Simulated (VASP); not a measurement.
# NaHgH2 (P4/mmm) in VASP: relaxation of cell and atoms with PBE

Aim: the relaxation of cell and atoms of NaHgH2 with PBE.

Everything below comes from runs of VASP 6.6.1. Logs are shortened: lines on timing, memory, paths and dates and some standing lists are left out, and cuts for length are marked.

### Step 1. The cell of the first run

Symmetry: P4/mmm, No. 123, tetragonal system. Conventional cell: a = 3.542 Å, b = 3.542 Å, c = 4.436 Å, α = 90.00°, β = 90.00°, γ = 90.00°. Na (site symmetry 4/mmm) has 6 H at 2.22 to 2.50 Å within 2.9 Å. Within 2.9 Å of Hg (site symmetry 4/mmm) lie 6 H at 2.22 to 2.50 Å. Within 2.9 Å of H (site symmetry 4/mmm) lie 2 Na at 2.22 Å and 4 Hg at 2.50 Å. Within 2.9 Å of H (site symmetry 4/mmm) lie 2 Hg at 2.22 Å and 4 Na at 2.50 Å.

### Step 2. Relaxation of cell and atoms, PBE

The input, INCAR:

```
ALGO = Normal
EDIFF = 1E-6
EDIFFG = -0.01
ENCUT = 600
GGA = PE
IBRION = 2
ISIF = 3
ISMEAR = 0
LASPH = T
LCHARG = F
LREAL = F
LWAVE = F
NELM = 60
NSW = 100
PREC = Accurate
SIGMA = 0.1
```

The input, KPOINTS:

```
k-points
0
Gamma
  14 14 10
```

The input, POSCAR:

```
NaHgH2
1.0
    3.5416046976      0.0000000000      0.0000000000
    0.0000000000      3.5416046976      0.0000000000
    0.0000000000      0.0000000000      4.4363066984
Na Hg H
1 1 2
Direct
    0.0000000000      0.0000000000      0.0000000000
    0.5000000000      0.5000000000      0.5000000000
    0.0000000000      0.0000000000      0.5000000000
    0.5000000000      0.5000000000      0.0000000000
```

Potentials or basis: VASP PAW PBE potentials, release 64 (Na_pv, Hg, H).

On the command line:

```console
$ cat potpaw_PBE.64/Na_pv/POTCAR potpaw_PBE.64/Hg/POTCAR potpaw_PBE.64/H/POTCAR > POTCAR
$ mpirun -np 1 vasp_std > vasp.out
```

OUTCAR:

```text
EDIFF = 1E-6
   EDIFFG = -0.01
   ENCUT = 600
   GGA = PE
   IBRION = 2
   ISIF = 3
   ISMEAR = 0
   LASPH = T
   LREAL = F
   NELM = 60
   NSW = 100
   PREC = Accurate

 ion  position               nearest neighbor table
   1  0.000  0.000  0.000-
   2  0.500  0.500  0.500-   4 2.22   4 2.22
   3  0.000  0.000  0.500-
   4  0.500  0.500  0.000-   2 2.22   2 2.22

  LATTYP: Found a simple tetragonal cell.
 ALAT       =     3.5416046976
 C/A-ratio  =     1.2526261616

  Lattice vectors:

 A1 = (   3.5416046976,   0.0000000000,   0.0000000000)
 A2 = (   0.0000000000,   3.5416046976,   0.0000000000)
 A3 = (   0.0000000000,   0.0000000000,   4.4363066984)

Analysis of symmetry for initial positions (statically):
=====================================================================
 Subroutine PRICEL returns:
 Original cell was already a primitive cell.

 Routine SETGRP: Setting up the symmetry group for a
 simple tetragonal supercell.

 Subroutine GETGRP returns: Found 16 space group operations
 (whereof 16 operations were pure point group operations)
 out of a pool of 16 trial point group operations.

The static configuration has the point symmetry D_4h.

Analysis of symmetry for dynamics (positions and initial velocities):
=====================================================================
 Subroutine PRICEL returns:
 Original cell was already a primitive cell.

 Routine SETGRP: Setting up the symmetry group for a
 simple tetragonal supercell.

 Subroutine GETGRP returns: Found 16 space group operations
 (whereof 16 operations were pure point group operations)
 out of a pool of 16 trial point group operations.

The dynamic configuration has the point symmetry D_4h.

 Subroutine INISYM returns: Found 16 space group operations
 (whereof 16 operations are pure point group operations),
 and found     1 'primitive' translations

----------------------------------------------------------------------------------------

                                     Primitive cell

  volume of cell :      55.6444

  direct lattice vectors                    reciprocal lattice vectors
     3.541604698  0.000000000  0.000000000     0.282357882  0.000000000  0.000000000
     0.000000000  3.541604698  0.000000000     0.000000000  0.282357882  0.000000000
     0.000000000  0.000000000  4.436306698     0.000000000  0.000000000  0.225412729

  length of vectors
     3.541604698  3.541604698  4.436306698     0.282357882  0.282357882  0.225412729

  position of ions in fractional coordinates (direct lattice)
     0.000000000  0.000000000  0.000000000
     0.500000000  0.500000000  0.500000000
[... 105 lines left out ...]
   LORBIT       =      0    0 simple, 1 ext, 2 COOP (PROOUT), +10 PAW based schemes
   GGA     = PE    functional components
   LHFCALC =     F    Hartree Fock is set to
   AEXX    =    0.0000 exact exchange contribution
   IVDW    =     0    specifies the selected vdW correction
   LEPSILON=     F    determine dielectric tensor
   LRPA    =     F    only Hartree local field effects (RPA)
 conjugate gradient relaxation of ions
 non-spin polarized calculation
 Gauss-broadening in eV      SIGMA  =   0.10
  energy-cutoff  :      600.00
  volume of cell :       55.64
 maximum number of plane-waves:      1876
   NGX = 15   NGY = 15   NGZ = 17

--------------------------------------- Ionic step        1  -------------------------------------------

 number of electron      20.9999993 magnetization

 Free energy of the ion-electron system (eV)
  ---------------------------------------------------
  ext. energy  EPLUGINS =         0.00000000
  ---------------------------------------------------
  free energy    TOTEN  =        -7.52050784 eV

  energy without entropy =       -7.51820018  energy(sigma->0) =       -7.51935401

------------------------ aborting loop because EDIFF is reached ----------------------------------------

  FORCE on cell =-STRESS in cart. coord.  units (eV):
  Direction    XX          YY          ZZ          XY          YZ          ZX
  --------------------------------------------------------------------------------------
  -------------------------------------------------------------------------------------
  Total        0.2844404      0.2844404     -0.2674144      0.0000000     -0.0000000     -0.0000000
  in kB        8.1899293      8.1899293     -7.6996957      0.0000000     -0.0000000     -0.0000000
  external PRESSURE =       2.8933876 kB  Pullay stress =       0.0000000 kB
[... 139 lines left out ...]
--------------------------------------- Ionic step        5  -------------------------------------------

 number of electron      21.0000001 magnetization

 Free energy of the ion-electron system (eV)
  ---------------------------------------------------
  ext. energy  EPLUGINS =         0.00000000
  ---------------------------------------------------
  free energy    TOTEN  =        -7.53538599 eV

  energy without entropy =       -7.53103300  energy(sigma->0) =       -7.53320950

 E-fermi :   1.6965     XC(G=0):  -9.0392

 val. band max:        1.6905944098   @ k =   0.2143   0.0714   0.5000
 cond. band min:       1.6984521861   @ k =   0.2143   0.0000   0.5000
 fundamental gap:      0.0078577764
 Fermi energy:         1.6965078856

 k-point     1 :       0.0000    0.0000    0.0000
  band No.  band energies     occupation
      1     -22.7533      2.00000
      2     -22.7533      2.00000
      3     -22.6895      2.00000
      4      -6.7767      2.00000
      5      -5.9099      2.00000
      6      -5.4419      2.00000
      7      -5.0583      2.00000
      8      -5.0583      2.00000
      9      -4.8821      2.00000
     10       1.0192      2.00000
     11       3.9554      0.00000
     12       5.3170      0.00000
     13       6.5480      0.00000
     14       6.5480      0.00000
[... 377 lines left out ...]
      1     -22.7714      2.00000
      2     -22.7603      2.00000
      3     -22.6869      2.00000
      4      -6.3876      2.00000
      5      -5.3849      2.00000
      6      -5.2227      2.00000
      7      -5.1227      2.00000
      8      -5.0811      2.00000
      9      -4.0050      2.00000
     10      -0.9178      2.00000
     11       3.4057      0.00000
     12       4.6348      0.00000
     13       5.5746      0.00000
     14       5.7880      0.00000

 [... further k-points ...]

------------------------ aborting loop because EDIFF is reached ----------------------------------------

  FORCE on cell =-STRESS in cart. coord.  units (eV):
  Direction    XX          YY          ZZ          XY          YZ          ZX
  --------------------------------------------------------------------------------------
  -------------------------------------------------------------------------------------
  Total        0.0366531      0.0366531      0.0197869      0.0000000      0.0000000     -0.0000000
  in kB        1.0118125      1.0118125      0.5462205      0.0000000      0.0000000     -0.0000000
  external PRESSURE =       0.8566152 kB  Pullay stress =       0.0000000 kB
[... 19 lines left out ...]
  FREE ENERGIE OF THE ION-ELECTRON SYSTEM (eV)
  ---------------------------------------------------
  free  energy   TOTEN  =        -7.5353859908 eV

  energy  without entropy=       -7.5310330036  energy(sigma->0) =       -7.53320950

 reached required accuracy - stopping structural energy minimisation
```

OSZICAR:

```text
N       E                     dE             d eps       ncg     rms          rms(c)
DAV:   1     0.161266220003E+03    0.16127E+03   -0.11370E+04  6072   0.167E+03
DAV:   2    -0.153727324412E+01   -0.16280E+03   -0.15742E+03  6192   0.401E+02
DAV:   3    -0.815663276170E+01   -0.66194E+01   -0.65265E+01  7434   0.868E+01
[... 41 lines left out ...]
DAV:   3    -0.753643992165E+01    0.48487E-02   -0.58459E-03  7062   0.753E-01    0.309E-01
DAV:   4    -0.753539373481E+01    0.10462E-02   -0.15480E-03  6480   0.359E-01    0.532E-02
DAV:   5    -0.753538712636E+01    0.66085E-05   -0.12286E-04  6342   0.119E-01    0.279E-02
DAV:   6    -0.753538613747E+01    0.98889E-06   -0.15088E-05  6462   0.382E-02    0.591E-03
DAV:   7    -0.753538599076E+01    0.14671E-06   -0.76150E-07  3408   0.104E-02
   5 F= -.75353860E+01 E0= -.75332095E+01  d E =-.148782E-01
```

CONTCAR:

```text
NaHgH2
   1.00000000000000
     3.6908733881181144    0.0000000000000000   -0.0000000000000000
     0.0000000000000000    3.6908733881181144   -0.0000000000000000
     0.0000000000000000   -0.0000000000000000    4.2605209707815277
  Na              Hg              H
     1     1     2
Direct
     0.0000000000000000    0.0000000000000000    0.0000000000000000
     0.5000000000000000    0.5000000000000000    0.5000000000000000
     0.0000000000000000    0.0000000000000000    0.5000000000000000
     0.5000000000000000    0.5000000000000000    0.0000000000000000

  0.00000000E+00  0.00000000E+00  0.00000000E+00
  0.00000000E+00  0.00000000E+00  0.00000000E+00
  0.00000000E+00  0.00000000E+00  0.00000000E+00
  0.00000000E+00  0.00000000E+00  0.00000000E+00
```

It took 3.1 min on 1 thread of Intel Xeon 6975P-C (Granite Rapids), shared host; peak memory 0.36 GiB.

What came out:

```yaml
Free_energy: -7.5354 eV
Relaxed_volume: 14.51 Å³/atom
Relaxed_cell: a = 3.691 Å, b = 3.691 Å, c = 4.261 Å, α = 90.00°, β = 90.00°, γ = 90.00°
Space_group_after_relaxing_to_0.1_Å: P4/mmm (No. 123)
Energy_gained_by_relaxing: 3.7 meV/atom
Ionic_steps: 5
Pressure_after_relaxing: 0.1 GPa
Band_gap_on_the_k_mesh: zero (an odd number of electrons rules out a gap without spin polarisation)
```

Step by step:
```
step  energy change (eV)  largest force (eV/Å)  pressure (GPa)  volume (Å³)
   1              0.0000                0.0000            0.29        55.64
   2             -0.0026                0.0000            0.24        55.85
   3             -0.0086                0.0000            0.10        56.44
   4             -0.0142                0.0000            0.04        57.61
   5             -0.0149                0.0000            0.09        58.04
```

Final structure:
```
Na Hg H
1.0
     3.69087    0.00000    0.00000
     0.00000    3.69087    0.00000
     0.00000    0.00000    4.26052
Na Hg H
1 1 2
Direct
  0.00000 0.00000 0.00000
  0.50000 0.50000 0.50000
  0.00000 0.00000 0.50000
  0.50000 0.50000 0.00000
```

Levels at points of the mesh, in eV from the Fermi level:
| k point | band 7 | band 8 | band 9 | band 10 | band 11 | band 12 | band 13 | band 14 |
| --- | --- | --- | --- | --- | --- | --- | --- | --- |
| (0.00, 0.00, 0.00) | -6.75 | -6.75 | -6.58 | -0.68 | 2.26 | 3.62 | 4.85 | 4.85 |
| (0.50, 0.00, 0.00) | -6.78 | -6.73 | -5.14 | -4.42 | 2.43 | 3.14 | 4.00 | 6.69 |
| (0.50, 0.50, 0.00) | -6.94 | -6.39 | -4.01 | -1.59 | 0.01 | 0.01 | 3.59 | 5.91 |
| (0.00, 0.00, 0.50) | -6.82 | -6.57 | -6.12 | -5.43 | 1.75 | 4.57 | 6.06 | 6.06 |
| (0.50, 0.00, 0.50) | -6.77 | -6.69 | -4.55 | -3.82 | -3.56 | 2.46 | 5.94 | 7.15 |
| (0.50, 0.50, 0.50) | -6.77 | -6.38 | -4.00 | -1.74 | -1.27 | 1.23 | 1.23 | 4.34 |

Caveat: spin-orbit coupling is left out, which moves the levels of the heavy elements.
